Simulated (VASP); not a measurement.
# AlN (P6_3/mmc) in VASP: a series of runs

The runs below take AlN through single point, with PBEsol.

Everything below comes from runs of VASP 6.6.1. Logs are shortened: lines on timing, memory, paths and dates and some standing lists are left out, and cuts for length are marked.

## Step 1: The cell of the first run

It takes space group P6_3/mmc (No. 194, hexagonal). The conventional cell has a = 3.222 Å, b = 3.222 Å, c = 4.264 Å, α = 90.00°, β = 90.00°, γ = 120.00°. Within 2.5 Å of Al (site symmetry -6m2) lie 5 N at 1.86 to 2.13 Å. N (site symmetry -6m2) has 5 Al at 1.86 to 2.13 Å within 2.5 Å.

## Step 2: Single point, PBEsol

Input file INCAR:

```
SYSTEM = AlN
PREC     = Accurate       ! precision mode
ENCUT    = 520            ! plane-wave cutoff, eV
EDIFF    = 1E-6           ! SCF threshold, eV
ISMEAR   = 0              ! smearing method
SIGMA    = 0.05           ! smearing width, eV
LREAL    = .FALSE.        ! projectors in reciprocal space
LASPH    = .TRUE.         ! aspherical terms in the spheres
NELM     = 80             ! most SCF steps
ALGO     = Normal         ! electronic algorithm
ISIF     = 2              ! what is computed and relaxed
LWAVE    = .FALSE.        ! write WAVECAR
LCHARG   = .FALSE.        ! write CHGCAR
GGA      = PS             ! functional
NBANDS   = 16             ! bands
```

Input file KPOINTS:

```
Automatic mesh
0
G
  9 9 6
  0 0 0
```

Input file POSCAR:

```
AlN
1.0
    3.2222000000      0.0000000000      0.0000000000
   -1.6111000000      2.7905070561      0.0000000000
    0.0000000000      0.0000000000      4.2642000000
Al N
2 2
Direct
    0.3333333333      0.6666666667      0.7500000000
    0.6666666667      0.3333333333      0.2500000000
    0.3333333333      0.6666666667      0.2500000000
    0.6666666667      0.3333333333      0.7500000000
```

Potentials or basis: VASP PAW PBE potentials, release 64 (Al, N).

Run with:

```console
cat potpaw_PBE.64/Al/POTCAR potpaw_PBE.64/N/POTCAR > POTCAR
mpirun -np 1 vasp_std > vasp.out
```

OUTCAR:

```text
SYSTEM = AlN
   PREC = Accurate
   ENCUT = 520
   EDIFF = 1E-6
   ISMEAR = 0
   LREAL = .FALSE.
   LASPH = .TRUE.
   NELM = 80
   ISIF = 2
   GGA = PS

 ion  position               nearest neighbor table
   1  0.333  0.667  0.750-   4 1.86   4 1.86   4 1.86   3 2.13   3 2.13   2 2.83   2 2.83   2 2.83
                             2 2.83   2 2.83   2 2.83
   2  0.667  0.333  0.250-   3 1.86   3 1.86   3 1.86   4 2.13   4 2.13   1 2.83   1 2.83   1 2.83
                             1 2.83   1 2.83   1 2.83
   3  0.333  0.667  0.250-   2 1.86   2 1.86   2 1.86   1 2.13   1 2.13
   4  0.667  0.333  0.750-   1 1.86   1 1.86   1 1.86   2 2.13   2 2.13

  LATTYP: Found a hexagonal cell.
 ALAT       =     3.2222000000
 C/A-ratio  =     1.3233815406

  Lattice vectors:

 A1 = (   3.2222000000,   0.0000000000,   0.0000000000)
 A2 = (  -1.6111000000,   2.7905070561,   0.0000000000)
 A3 = (   0.0000000000,   0.0000000000,   4.2642000000)

Analysis of symmetry for initial positions (statically):
=====================================================================
 Subroutine PRICEL returns:
 Original cell was already a primitive cell.

 Routine SETGRP: Setting up the symmetry group for a
 hexagonal supercell.

 Subroutine GETGRP returns: Found 24 space group operations
 (whereof 12 operations were pure point group operations)
 out of a pool of 24 trial point group operations.

The static configuration has the point symmetry D_3d.
 The point group associated with its full space group is D_6h.

Analysis of symmetry for dynamics (positions and initial velocities):
=====================================================================
 Subroutine PRICEL returns:
 Original cell was already a primitive cell.

 Routine SETGRP: Setting up the symmetry group for a
 hexagonal supercell.

 Subroutine GETGRP returns: Found 24 space group operations
 (whereof 12 operations were pure point group operations)
 out of a pool of 24 trial point group operations.

The dynamic configuration has the point symmetry D_3d.
 The point group associated with its full space group is D_6h.

 Subroutine INISYM returns: Found 24 space group operations
 (whereof 12 operations are pure point group operations),
 and found     1 'primitive' translations

----------------------------------------------------------------------------------------

                                     Primitive cell

  volume of cell :      38.3419

  direct lattice vectors                    reciprocal lattice vectors
     3.222200000  0.000000000  0.000000000     0.310346968  0.179178905  0.000000000
    -1.611100000  2.790507056  0.000000000     0.000000000  0.358357811  0.000000000
     0.000000000  0.000000000  4.264200000     0.000000000  0.000000000  0.234510576

  length of vectors
     3.222200000  3.222200000  4.264200000     0.358357811  0.358357811  0.234510576

  position of ions in fractional coordinates (direct lattice)
     0.333333333  0.666666667  0.750000000
     0.666666667  0.333333333  0.250000000
     0.333333333  0.666666667  0.250000000
     0.666666667  0.333333333  0.750000000

  ion indices of the primitive-cell ions
   primitive index   ion index
                 1           1
                 2           2
                 3           3
                 4           4

----------------------------------------------------------------------------------------

 KPOINTS: Automatic mesh

Automatic generation of k-mesh.
 Grid dimensions read from file:
 generate k-points for:    9    9    6

 Generating k-lattice:

  Cartesian coordinates                     Fractional coordinates (reciprocal lattice)
     0.034482996  0.019908767  0.000000000     0.111111111  0.000000000  0.000000000
     0.000000000  0.039817535  0.000000000     0.000000000  0.111111111  0.000000000
     0.000000000  0.000000000  0.039085096     0.000000000  0.000000000  0.166666667

  Length of vectors
     0.039817535  0.039817535  0.039085096

  Shift w.r.t. Gamma in fractional coordinates (k-lattice)
     0.000000000  0.000000000  0.000000000

 Subroutine IBZKPT returns following result:
 ===========================================

 Found     48 irreducible k-points:

 Following reciprocal coordinates:
            Coordinates               Weight
  0.000000  0.000000  0.000000      1.000000
  0.111111  0.000000  0.000000      6.000000
  0.222222  0.000000  0.000000      6.000000
  0.333333  0.000000  0.000000      6.000000
  0.444444  0.000000  0.000000      6.000000
  0.111111  0.111111  0.000000      6.000000
[... 16 lines left out ...]
  0.333333  0.222222  0.166667     24.000000
  0.333333  0.333333  0.166667      4.000000
 [... further k-points ...]
   k-points           NKPTS =     48   k-points in BZ     NKDIM =     48   number of bands    NBANDS=     16
   number of dos      NEDOS =    301   number of ions     NIONS =      4
   total plane-waves  NPLWV =  18432
   dimension x,y,z NGX =    24 NGY =   24 NGZ =   32
   dimension x,y,z NGXF=    48 NGYF=   48 NGZF=   64
   ions per type =               2   2
   NGX,Y,Z   is equivalent  to a cutoff of  12.38, 12.38, 12.48 a.u.
   NGXF,Y,Z  is equivalent  to a cutoff of  24.77, 24.77, 24.95 a.u.
 SYSTEM =  AlN
   PREC   = accura    normal or accurate (medium, high low for compatibility)
   ISTART =      0    job   : 0-new  1-cont  2-samecut
   ICHARG =      2    charge: 1-file 2-atom 10-const
   ISPIN  =      1    spin polarized calculation?
   LNONCOLLINEAR =      F non collinear calculations
   LSORBIT =      F    spin-orbit coupling
   LASPH  =      T    aspherical Exc in radial PAW
   ENCUT  =  520.0 eV  38.22 Ry    6.18 a.u.   5.99  5.99  7.93*2*pi/ulx,y,z
   NELM   =     80;   NELMIN=  2; NELMDL= -5     # of ELM steps
   EDIFF  = 0.1E-05   stopping-criterion for ELM
   LREAL  =      F    real-space projection
   EDIFFG = 0.1E-04   stopping-criterion for IOM
   NSW    =      0    number of steps for IOM
   IBRION =     -1    ionic relax: 0-MD 1-quasi-New 2-CG
   NFREE  =      0    steps in history (QN), initial steepest desc. (CG)
   ISIF   =      2    stress and relaxation
   ISYM   =      2    0-nonsym 1-usesym 2-fastsym
   POTIM  = 0.5000    time-step for ionic-motion
   TEBEG  =    0.0;   TEEND  =   0.0 temperature during run
   PSTRESS=    0.0 pullay stress
   NELECT =      16.0000    total number of electrons
   NUPDOWN=      -1.0000    fix difference up-down
   EMIN   =  10.00;   EMAX   =-10.00  energy-range for DOS
   EFERMI =   0.00;   METHOD = LEGACY
   ISMEAR =     0;   SIGMA  =   0.05  broadening in eV -4-tet -1-fermi 0-gaus
   EFERMI_NEDOS =   21; number of points for ismear=-14 and -15
   IALGO  =     38    algorithm
   IMIX   =      4    mixing-type and parameters
     AMIX     =   0.40;   BMIX     =  1.00
     AMIX_MAG =   1.60;   BMIX_MAG =  1.00
  volume/ion in A,a.u.               =       9.59        64.69
  Fermi-wavevector in a.u.,A,eV,Ry     =   1.223368  2.311830 20.362876  1.496629
  Thomas-Fermi vector in A             =   2.358481
   LORBIT       =      0    0 simple, 1 ext, 2 COOP (PROOUT), +10 PAW based schemes
   GGA     = PS    functional components
   LHFCALC =     F    Hartree Fock is set to
   AEXX    =    0.0000 exact exchange contribution
   IVDW    =     0    specifies the selected vdW correction
   LEPSILON=     F    determine dielectric tensor
   LRPA    =     F    only Hartree local field effects (RPA)
 non-spin polarized calculation
 Gauss-broadening in eV      SIGMA  =   0.05
  energy-cutoff  :      520.00
  volume of cell :       38.34
 maximum number of plane-waves:      1059
 NGX is ok and might be reduce to    24
   NGX = 11   NGY = 11   NGZ = 15

 number of electron      16.0000004 magnetization

 Free energy of the ion-electron system (eV)
  ---------------------------------------------------
  ext. energy  EPLUGINS =         0.00000000
  ---------------------------------------------------
  free energy    TOTEN  =       -30.87724381 eV

  energy without entropy =      -30.87724381  energy(sigma->0) =      -30.87724381

 E-fermi :   8.7226     XC(G=0): -11.5211

 val. band max:        8.4387296516   @ k =   0.0000   0.0000   0.0000
 cond. band min:      11.8054137612   @ k =   0.0000   0.0000   0.0000
 fundamental gap:      3.3666841096
 Fermi energy:         8.7225829132

 k-point     1 :       0.0000    0.0000    0.0000
  band No.  band energies     occupation
      1      -8.7536      2.00000
      2      -5.1586      2.00000
      3       1.0492      2.00000
      4       5.0419      2.00000
      5       5.0419      2.00000
      6       6.5141      2.00000
[... 8 lines left out ...]
     15      19.9524      0.00000
     16      20.5047      0.00000

 k-point     2 :       0.1111    0.0000    0.0000
  band No.  band energies     occupation
      1      -8.6010      2.00000
      2      -5.1314      2.00000
      3       1.2143      2.00000
      4       4.4853      2.00000
      5       4.8364      2.00000
      6       6.0018      2.00000
[... 8 lines left out ...]
     15      19.8518      0.00000
     16      20.1360      0.00000

 k-point     3 :       0.2222    0.0000    0.0000
  band No.  band energies     occupation
      1      -8.1635      2.00000
      2      -5.1011      2.00000
      3       1.6965      2.00000
      4       3.2810      2.00000
      5       4.4192      2.00000
      6       5.0336      2.00000
[... 8 lines left out ...]
     15      18.7986      0.00000
     16      20.5629      0.00000
[... 362 lines left out ...]
 k-point    23 :       0.3333    0.2222    0.1667
  band No.  band energies     occupation
      1      -6.4468      2.00000
      2      -5.6442      2.00000
      3       1.4995      2.00000
      4       2.3502      2.00000
      5       3.1072      2.00000
      6       4.8471      2.00000
[... 8 lines left out ...]
     15      20.0208      0.00000
     16      21.8365      0.00000

 k-point    24 :       0.3333    0.3333    0.1667
  band No.  band energies     occupation
      1      -5.9794      2.00000
      2      -5.9794      2.00000
      3       1.5132      2.00000
      4       2.5738      2.00000
      5       2.5738      2.00000
      6       4.8359      2.00000
[... 8 lines left out ...]
     15      19.6946      0.00000
     16      21.6027      0.00000

 [... further k-points ...]

------------------------ aborting loop because EDIFF is reached ----------------------------------------

  FORCE on cell =-STRESS in cart. coord.  units (eV):
  Direction    XX          YY          ZZ          XY          YZ          ZX
  --------------------------------------------------------------------------------------
  -------------------------------------------------------------------------------------
  Total        2.6328324      2.6328324     -0.4249864      0.0000000      0.0000000      0.0000000
  in kB      110.0172068    110.0172068    -17.7587511      0.0000000      0.0000000      0.0000000
  external PRESSURE =      67.4252209 kB  Pullay stress =       0.0000000 kB

 VOLUME and BASIS-vectors are now :
 -----------------------------------------------------------------------------
  energy-cutoff  :      520.00
  volume of cell :       38.34
      direct lattice vectors                 reciprocal lattice vectors
     3.222200000  0.000000000  0.000000000     0.310346968  0.179178905  0.000000000
    -1.611100000  2.790507056  0.000000000     0.000000000  0.358357811  0.000000000
     0.000000000  0.000000000  4.264200000     0.000000000  0.000000000  0.234510576

 POSITION                                       TOTAL-FORCE (eV/Angst)
 -----------------------------------------------------------------------------------
     -0.00000      1.86034      3.19815        -0.000000      0.000000      0.000000
      1.61110      0.93017      1.06605         0.000000     -0.000000      0.000000
     -0.00000      1.86034      1.06605        -0.000000     -0.000000      0.000000
      1.61110      0.93017      3.19815        -0.000000     -0.000000      0.000000
 -----------------------------------------------------------------------------------
    total drift:                               -0.000000      0.000000      0.000000

  FREE ENERGIE OF THE ION-ELECTRON SYSTEM (eV)
  ---------------------------------------------------
  free  energy   TOTEN  =       -30.8772438070 eV

  energy  without entropy=      -30.8772438070  energy(sigma->0) =      -30.87724381
```

Wall time 14 s (1 thread of Intel Xeon Platinum 8488C (Sapphire Rapids), shared host); peak memory 0.16 GiB.

Results:

* Free energy: -30.8772 eV
* Pressure: 6.7 GPa
* Band gap on the k mesh: 3.37 eV, direct

Caveat: the PAW data sets were made with another functional, which shifts forces and pressure a little.

## Step 3: Single point, PBEsol

This run uses another cell than the first one, of 9.38 Å³/atom, 0.978 times its volume.

Input file INCAR:

```
SYSTEM = AlN
ALGO = Normal
EDIFF = 1E-6
ENCUT = 520
GGA = PS
ISIF = 2
ISMEAR = 0
LASPH = .True.
LCHARG = .True.
LELF = .True.
LREAL = .False.
LVHAR = .True.
LWAVE = .False.
NBANDS = 16
NELM = 100
PREC = Accurate
SIGMA = 0.05
```

Input file KPOINTS:

```
k-points
0
Gamma
  9 9 6
  0 0 0
```

Input file POSCAR:

```
AlN
1.0
    3.3014407767      0.0000000000      0.0000000000
   -1.6507203884      2.8591315817      0.0000000000
    0.0000000000      0.0000000000      3.9744000000
Al N
2 2
Direct
    0.3333333333      0.6666666667      0.7500000000
    0.6666666667      0.3333333333      0.2500000000
    0.3333333333      0.6666666667      0.2500000000
    0.6666666667      0.3333333333      0.7500000000
```

Potentials or basis: VASP PAW PBE potentials, release 64 (Al, N).

Run with:

```console
cat potpaw_PBE.64/Al/POTCAR potpaw_PBE.64/N/POTCAR > POTCAR
mpirun -np 1 vasp_std > vasp.out
```

It took 28 s on 1 thread of Intel Xeon Platinum 8488C (Sapphire Rapids), shared host; peak memory 0.16 GiB.

Results (log left out):

| Item | Value |
| --- | --- |
| Free energy | -30.8739 eV |
| Pressure | 9.2 GPa |
| Band gap on the k mesh | 3.72 eV, direct |

Stress tensor (GPa, compression positive):
```
 5.96  0.00  0.00
 0.00  5.96  0.00
 0.00  0.00 15.79
```

Levels at points of the mesh, in eV from the valence-band top:
```tsv
k point	band 5	band 6	band 7	band 8	band 9	band 10	band 11	band 12
(0.00, 0.00, 0.00)	-3.42	-1.43	-1.43	0.00	3.72	4.86	8.40	8.40
(0.00, 0.00, 0.50)	-2.47	-2.47	-2.47	-2.47	6.07	6.07	8.45	8.45
```

Caveat: the PAW data sets were made with another functional, which shifts forces and pressure a little. PBEsol gaps usually lie below the measured ones, often by a third to a half.
